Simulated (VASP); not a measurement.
Set up this calculation in VASP 6.6.1, as the native input.

```yaml
Task: single point
Functional: PBE
Potentials_or_basis: VASP PAW PBE potentials, release 64 (Gd, O)
Cutoff: 520 eV
k_mesh: 10 × 10 × 9
Occupations: fermi-dirac, width 0.05 eV
Spin: collinear spin, ferromagnetic start
Starting_moments: "[7.0, 0.0] μB"
Dipole_correction: no
Further_INCAR_settings: ALGO = Normal; EDIFF = 1e-07; NBANDS = 23
```

The structure of GdO lies in POSCAR:

```
GdO
1.0
    3.0924043224      0.0000000000      0.0000000000
   -1.5462021612      2.6781006961      0.0000000000
    0.0000000000      0.0000000000      3.0180334038
Gd O
1 1
Direct
    0.0000000000      0.0000000000      0.0000000000
    0.6666666667      0.3333333333      0.5000000000
```

One way to write it, as run:

INCAR

```
SYSTEM = GdO
PREC = Accurate
ENCUT = 520
EDIFF = 1E-7
ISMEAR = -1
SIGMA = 0.05
LREAL = .FALSE.
LASPH = .TRUE.
NELM = 150
ALGO = Normal
ISIF = 2
LWAVE = .FALSE.
LCHARG = .FALSE.
ISPIN = 2
MAGMOM = 7 0
LORBIT = 11
LMAXMIX = 6
GGA = PE
NBANDS = 23
```

KPOINTS

```
regular mesh
0
G
  10 10 9
  0 0 0
```

Potentials or basis: VASP PAW PBE potentials, release 64 (Gd, O).

Launch:

```sh
$ cat potpaw_PBE.64/Gd/POTCAR potpaw_PBE.64/O/POTCAR > POTCAR
$ mpirun -np 1 vasp_std > vasp.out
```

It gave:

The pressure is 36.6 GPa, the net moment is 7.08 μB per cell and the site moments are Gd +6.78; O -0.02 μB. The valence electrons inside the program's atomic spheres are Gd 15.53; O 5.07.

Caveat: a cell with one magnetic atom can't hold antiferromagnetic order, which such compounds often take.

Run time: 2.6 min on 1 thread of AMD EPYC 7R43 64-Core Processor (Zen 3), on a shared host, peak memory 0.17 GiB.
